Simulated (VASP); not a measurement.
# Li (Im-3m) in VASP: further runs

The runs below take Li through relaxation of cell and atoms, with LDA.

Program: VASP 6.6.1. These are calculated values, not measurements. Logs are shortened: lines on timing, memory, paths and dates and some standing lists are left out, and cuts for length are marked.

## (1) The cell of the first run

It takes space group Im-3m (No. 229, cubic). Conventional cell: a = 3.273 Å, b = 3.273 Å, c = 3.273 Å, α = 90.00°, β = 90.00°, γ = 90.00°. Li (site symmetry m-3m) has 14 Li at 2.83 to 3.27 Å within 3.7 Å.

## (2) Relaxation of cell and atoms, LDA, target pressure 1.3 GPa, at which the enthalpy is minimised

Contents of INCAR:

```
PREC = Accurate ; ENCUT = 600
EDIFF = 1E-6 ; ISMEAR = -1
SIGMA = 0.05 ; LREAL = F
LASPH = T ; NELM = 60
ALGO = Normal ; ISIF = 3
LWAVE = F ; LCHARG = F
GGA = CA ; IBRION = 2
NSW = 60 ; EDIFFG = -0.005
PSTRESS = 13.0
```

Contents of KPOINTS:

```
Automatic mesh
0
Gamma
  16 16 16
```

Contents of POSCAR:

```
Li
1.0
   -1.6366926600      1.6366926600      1.6366926600
    1.6366926600     -1.6366926600      1.6366926600
    1.6366926600      1.6366926600     -1.6366926600
Li
1
Direct
    0.0000000000      0.0000000000      0.0000000000
```

Potentials or basis: VASP PAW LDA potentials, release 64 (Li_sv).

Launch:

```sh
cat potpaw_LDA.64/Li_sv/POTCAR > POTCAR
mpirun -np 1 vasp_std > vasp.out
```

OUTCAR:

```text
PREC = Accurate
   ENCUT = 600
   EDIFF = 1E-6
   ISMEAR = -1
   LREAL = F
   LASPH = T
   NELM = 60
   ISIF = 3
   GGA = CA
   IBRION = 2
   NSW = 60
   EDIFFG = -0.005
   PSTRESS = 13.0

 ion  position               nearest neighbor table
   1  0.000  0.000  0.000-

  LATTYP: Found a body centered cubic cell.
 ALAT       =     3.2733853200

  Lattice vectors:

 A1 = (  -1.6366926600,   1.6366926600,   1.6366926600)
 A2 = (   1.6366926600,  -1.6366926600,   1.6366926600)
 A3 = (   1.6366926600,   1.6366926600,  -1.6366926600)

Analysis of symmetry for initial positions (statically):
=====================================================================
 Subroutine PRICEL returns:
 Original cell was already a primitive cell.

 Routine SETGRP: Setting up the symmetry group for a
 body centered cubic supercell.

 Subroutine GETGRP returns: Found 48 space group operations
 (whereof 48 operations were pure point group operations)
 out of a pool of 48 trial point group operations.

The static configuration has the point symmetry O_h .

Analysis of symmetry for dynamics (positions and initial velocities):
=====================================================================
 Subroutine PRICEL returns:
 Original cell was already a primitive cell.

 Routine SETGRP: Setting up the symmetry group for a
 body centered cubic supercell.

 Subroutine GETGRP returns: Found 48 space group operations
 (whereof 48 operations were pure point group operations)
 out of a pool of 48 trial point group operations.

The dynamic configuration has the point symmetry O_h .

 Subroutine INISYM returns: Found 48 space group operations
 (whereof 48 operations are pure point group operations),
 and found     1 'primitive' translations

----------------------------------------------------------------------------------------

                                     Primitive cell

  volume of cell :      17.5372

  direct lattice vectors                    reciprocal lattice vectors
    -1.636692660  1.636692660  1.636692660     0.000000000  0.305494130  0.305494130
     1.636692660 -1.636692660  1.636692660     0.305494130  0.000000000  0.305494130
     1.636692660  1.636692660 -1.636692660     0.305494130  0.305494130  0.000000000

  length of vectors
     2.834834843  2.834834843  2.834834843     0.432033942  0.432033942  0.432033942

  position of ions in fractional coordinates (direct lattice)
     0.000000000  0.000000000  0.000000000

  ion indices of the primitive-cell ions
   primitive index   ion index
                 1           1

----------------------------------------------------------------------------------------

 KPOINTS: Automatic mesh

Automatic generation of k-mesh.
 Grid dimensions read from file:
 generate k-points for:   16   16   16

 Generating k-lattice:

  Cartesian coordinates                     Fractional coordinates (reciprocal lattice)
     0.000000000  0.019093383  0.019093383     0.062500000  0.000000000  0.000000000
     0.019093383  0.000000000  0.019093383     0.000000000  0.062500000  0.000000000
     0.019093383  0.019093383  0.000000000     0.000000000  0.000000000  0.062500000

  Length of vectors
     0.027002121  0.027002121  0.027002121

  Shift w.r.t. Gamma in fractional coordinates (k-lattice)
     0.000000000  0.000000000  0.000000000

 Subroutine IBZKPT returns following result:
 ===========================================

 Found    145 irreducible k-points:
[... 38 lines left out ...]
   ISTART =      0    job   : 0-new  1-cont  2-samecut
   ICHARG =      2    charge: 1-file 2-atom 10-const
   ISPIN  =      1    spin polarized calculation?
   LNONCOLLINEAR =      F non collinear calculations
   LSORBIT =      F    spin-orbit coupling
   LASPH  =      T    aspherical Exc in radial PAW
   ENCUT  =  600.0 eV  44.10 Ry    6.64 a.u.   5.66  5.66  5.66*2*pi/ulx,y,z
   NELM   =     60;   NELMIN=  2; NELMDL= -5     # of ELM steps
   EDIFF  = 0.1E-05   stopping-criterion for ELM
   LREAL  =      F    real-space projection
   EDIFFG = -.5E-02   stopping-criterion for IOM
   NSW    =     60    number of steps for IOM
   IBRION =      2    ionic relax: 0-MD 1-quasi-New 2-CG
   NFREE  =      1    steps in history (QN), initial steepest desc. (CG)
   ISIF   =      3    stress and relaxation
   ISYM   =      2    0-nonsym 1-usesym 2-fastsym
   POTIM  = 0.5000    time-step for ionic-motion
   TEBEG  =    0.0;   TEEND  =   0.0 temperature during run
   PSTRESS=   13.0 pullay stress
   NELECT =       3.0000    total number of electrons
   NUPDOWN=      -1.0000    fix difference up-down
   EMIN   =  10.00;   EMAX   =-10.00  energy-range for DOS
   EFERMI =   0.00;   METHOD = LEGACY
   ISMEAR =    -1;   SIGMA  =   0.05  broadening in eV -4-tet -1-fermi 0-gaus
   EFERMI_NEDOS =   21; number of points for ismear=-14 and -15
   IALGO  =     38    algorithm
   IMIX   =      4    mixing-type and parameters
     AMIX     =   0.40;   BMIX     =  1.00
     AMIX_MAG =   1.60;   BMIX_MAG =  1.00
  volume/ion in A,a.u.               =      17.54       118.35
  Fermi-wavevector in a.u.,A,eV,Ry     =   0.908786  1.717356 11.236934  0.825891
  Thomas-Fermi vector in A             =   2.032753
   LORBIT       =      0    0 simple, 1 ext, 2 COOP (PROOUT), +10 PAW based schemes
   GGA     = CA    functional components
   LHFCALC =     F    Hartree Fock is set to
   AEXX    =    0.0000 exact exchange contribution
   IVDW    =     0    specifies the selected vdW correction
   LEPSILON=     F    determine dielectric tensor
   LRPA    =     F    only Hartree local field effects (RPA)
 conjugate gradient relaxation of ions
 non-spin polarized calculation
  energy-cutoff  :      600.00
  volume of cell :       17.54
 maximum number of plane-waves:       603
   NGX = 11   NGY = 11   NGZ = 11

--------------------------------------- Ionic step        1  -------------------------------------------

 number of electron       2.9999994 magnetization

 Free energy of the ion-electron system (eV)
  ---------------------------------------------------
  ext. energy  EPLUGINS =         0.00000000
  ---------------------------------------------------
  free energy    TOTEN  =        -2.04007849 eV

  energy without entropy =       -2.03562919  energy(sigma->0) =       -2.03785384

------------------------ aborting loop because EDIFF is reached ----------------------------------------

  FORCE on cell =-STRESS in cart. coord.  units (eV):
  Direction    XX          YY          ZZ          XY          YZ          ZX
  --------------------------------------------------------------------------------------
  -------------------------------------------------------------------------------------
  Total        0.1351845      0.1351845      0.1351845      0.0000000      0.0000000      0.0000000
  in kB       12.3502577     12.3502577     12.3502577      0.0000000      0.0000000      0.0000000
  external PRESSURE =      -0.6497423 kB  Pullay stress =      13.0000000 kB

 VOLUME and BASIS-vectors are now :
 -----------------------------------------------------------------------------
  energy-cutoff  :      600.00
  volume of cell :       17.54
      direct lattice vectors                 reciprocal lattice vectors
    -1.636692660  1.636692660  1.636692660     0.000000000  0.305494130  0.305494130
     1.636692660 -1.636692660  1.636692660     0.305494130  0.000000000  0.305494130
     1.636692660  1.636692660 -1.636692660     0.305494130  0.305494130  0.000000000

 POSITION                                       TOTAL-FORCE (eV/Angst)
 -----------------------------------------------------------------------------------
      0.00000      0.00000      0.00000         0.000000     -0.000000     -0.000000
 -----------------------------------------------------------------------------------
    total drift:                               -0.000000     -0.000000      0.000000

  FREE ENERGIE OF THE ION-ELECTRON SYSTEM (eV)
  ---------------------------------------------------
  free  energy   TOTEN  =        -2.0400784860 eV

  energy  without entropy=       -2.0356291932  energy(sigma->0) =       -2.03785384

  enthalpy is  TOTEN    =        -1.8977820032 eV   P V=        0.1422964828

--------------------------------------- Ionic step        2  -------------------------------------------

 number of electron       2.9999994 magnetization

 Free energy of the ion-electron system (eV)
  ---------------------------------------------------
  ext. energy  EPLUGINS =         0.00000000
  ---------------------------------------------------
  free energy    TOTEN  =        -2.03993826 eV

  energy without entropy =       -2.03548839  energy(sigma->0) =       -2.03771332

 E-fermi :   1.0372     XC(G=0):  -7.5223

 val. band max:        1.0278636593   @ k =   0.2500   0.2500   0.0000
 cond. band min:       1.0540167408   @ k =   0.3125   0.1875   0.0000
 fundamental gap:      0.0261530816
 Fermi energy:         1.0371772547

 k-point     1 :       0.0000    0.0000    0.0000
  band No.  band energies     occupation
      1     -44.3534      2.00000
      2      -2.6301      2.00000
      3      16.9552      0.00000
      4      16.9552      0.00000
      5      16.9552      0.00000
[... 177 lines left out ...]
 k-point    24 :       0.2500    0.1875   -0.0000
  band No.  band energies     occupation
      1     -44.3196      2.00000
      2       0.1934      2.00000
      3       7.5829      0.00000
      4      10.1689      0.00000
      5      13.2478      0.00000

 [... further k-points ...]
[... 5 lines left out ...]
  --------------------------------------------------------------------------------------
  -------------------------------------------------------------------------------------
  Total        0.1375686      0.1375686      0.1375686      0.0000000      0.0000000      0.0000000
  in kB       12.5810138     12.5810138     12.5810138      0.0000000      0.0000000      0.0000000
  external PRESSURE =      -0.4189862 kB  Pullay stress =      13.0000000 kB

 VOLUME and BASIS-vectors are now :
 -----------------------------------------------------------------------------
  energy-cutoff  :      600.00
  volume of cell :       17.52
      direct lattice vectors                 reciprocal lattice vectors
    -1.636131108  1.636131108  1.636131108     0.000000000  0.305598981  0.305598981
     1.636131108 -1.636131108  1.636131108     0.305598981  0.000000000  0.305598981
     1.636131108  1.636131108 -1.636131108     0.305598981  0.305598981  0.000000000

 POSITION                                       TOTAL-FORCE (eV/Angst)
 -----------------------------------------------------------------------------------
     -1.63613      1.63613      1.63613         0.000000     -0.000000      0.000000
 -----------------------------------------------------------------------------------
    total drift:                               -0.000000     -0.000000      0.000000

  FREE ENERGIE OF THE ION-ELECTRON SYSTEM (eV)
  ---------------------------------------------------
  free  energy   TOTEN  =        -2.0399382570 eV

  energy  without entropy=       -2.0354883895  energy(sigma->0) =       -2.03771332

  enthalpy is  TOTEN    =        -1.8977881906 eV   P V=        0.1421500664

 reached required accuracy - stopping structural energy minimisation
```

Run time: 8.2 s. Hardware: 1 thread of AMD EPYC 9R45 (Zen 5), shared host; peak memory 0.09 GiB.

Results:

- Free energy: -2.0399 eV
- Relaxed volume: 17.52 Å³/atom
- Relaxed cell: a = 2.834 Å, b = 2.834 Å, c = 2.834 Å, α = 109.47°, β = 109.47°, γ = 109.47°
- Space group after relaxing (to 0.1 Å): Im-3m (No. 229)
- Energy change on relaxing (the run minimises the enthalpy): +0.1 meV/atom
- Ionic steps: 2
- Pressure after relaxing: 1.3 GPa
- Band gap on the k mesh: zero (an odd number of electrons rules out a gap without spin polarisation)

Step by step:
| step | energy change (eV) | largest force (eV/Å) | pressure (GPa) | volume (Å³) |
| --- | --- | --- | --- | --- |
| 1 | 0.0000 | 0.0000 | 1.24 | 17.54 |
| 2 | 0.0001 | 0.0000 | 1.26 | 17.52 |

Final structure:
```yaml
crystal:
  lattice:
    - [-1.63613, 1.63613, 1.63613]
    - [1.63613, -1.63613, 1.63613]
    - [1.63613, 1.63613, -1.63613]
  atoms:
    - { symbol: Li, position: [0.00000, 0.00000, 0.00000] }
```

Caveat: the cutoff is under 1.25 times the usual one of these potentials, so pressure, stress and relaxed cells hold a basis-set (Pulay) error; the cell is relaxed towards a set pressure, so the run minimises the enthalpy, not the energy.

## (3) Relaxation of cell and atoms, LDA, target pressure 1.3 GPa, at which the enthalpy is minimised

This run uses another cell than the first one, of 17.63 Å³/atom.

Contents of INCAR:

```
SYSTEM = Li
PREC = Accurate ; ENCUT = 600
EDIFF = 1E-6 ; ISMEAR = -1
SIGMA = 0.05 ; LREAL = .FALSE.
LASPH = .TRUE. ; NELM = 80
ALGO = Normal ; ISIF = 3
LWAVE = .FALSE. ; LCHARG = .FALSE.
IBRION = 2 ; NSW = 32
EDIFFG = -0.005 ; PSTRESS = 13.0
```

Contents of KPOINTS:

```
Automatic mesh
0
G
  16 16 16
  0 0 0
```

Contents of POSCAR:

```
Li
1.0
   -1.6396335058      1.6396335058      1.6396335058
    1.6396335058     -1.6396335058      1.6396335058
    1.6396335058      1.6396335058     -1.6396335058
Li
1
Direct
    0.0000000000      0.0000000000      0.0000000000
```

Potentials or basis: VASP PAW LDA potentials, release 64 (Li_sv).

Launch:

```sh
cat potpaw_LDA.64/Li_sv/POTCAR > POTCAR
mpirun -np 1 vasp_std > vasp.out
```

Wall time 12 s (1 thread of AMD EPYC 9R45 (Zen 5), shared host); peak memory 0.09 GiB.

The run converged. Its results:

- Free energy: -2.0398 eV
- Relaxed volume: 17.49 Å³/atom
- Relaxed cell: a = 2.832 Å, b = 2.832 Å, c = 2.832 Å, α = 109.47°, β = 109.47°, γ = 109.47°
- Space group after relaxing (to 0.1 Å): Im-3m (No. 229)
- Energy change on relaxing (the run minimises the enthalpy): +1.1 meV/atom
- Ionic steps: 3
- Pressure after relaxing: 1.3 GPa
- Band gap on the k mesh: zero (an odd number of electrons rules out a gap without spin polarisation)

The path:
```
step  energy change (eV)  largest force (eV/Å)  pressure (GPa)  volume (Å³)
   1              0.0000                0.0000            1.13        17.63
   2              0.0003                0.0000            1.19        17.59
   3              0.0011                0.0000            1.29        17.49
```

Final structure:
```yaml
crystal:
  lattice:
    - [-1.63519, 1.63519, 1.63519]
    - [1.63519, -1.63519, 1.63519]
    - [1.63519, 1.63519, -1.63519]
  atoms:
    - { symbol: Li, position: [0.00000, 0.00000, 0.00000] }
```

Levels at points of the mesh, in eV from the Fermi level:
```
           k point  band 1  band 2  band 3  band 4
(0.00, 0.00, 0.00)  -45.39   -3.67   15.94   15.94
(0.50, 0.00, 0.00)  -45.35    0.19    3.83   11.28
(0.50, 0.50, 0.50)  -45.32    5.98    5.98    5.98
```

Caveat: the cutoff is under 1.25 times the usual one of these potentials, so pressure, stress and relaxed cells hold a basis-set (Pulay) error; the cell is relaxed towards a set pressure, so the run minimises the enthalpy, not the energy.
